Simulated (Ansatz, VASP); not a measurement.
Al3O: VASP beside Ansatz

```
Al O
1.0
     2.81684    0.00000    0.00000
     0.00000    2.81684    0.00000
     0.00000    0.00000   21.10430
Al O
3 1
Direct
  0.50000 0.50000 0.18953
  0.00000 0.00000 0.28675
  0.50000 0.50000 0.38401
  0.00000 0.00000 0.36980
```

Alike in both runs: task single point; functional LDA; k mesh 9 × 9 × 1; occupations gaussian, width 0.1 eV; no spin polarisation.

```csv
,VASP,Ansatz
version,VASP 6.6.1,Ansatz 0.2.0
potentials or method,"VASP PAW LDA potentials, release 64 (Al, O), cutoff 520 eV","scalar-relativistic, plane waves, PAW"
valence electrons in the cell,15,15
```

```csv
,VASP,Ansatz,Ansatz less VASP
gap on the k mesh at the Fermi level (eV),none,none,-
rms of the force components (eV/Å),1.164,1.126,-0.0378
```

LDA's correlation is that of Perdew and Zunger in VASP and of Perdew and Wang (1992) in Ansatz. Atom by atom the forces differ by 0.038 eV/Å (rms over components). A gap of «none» marks a metal or a gap that the smearing closes.
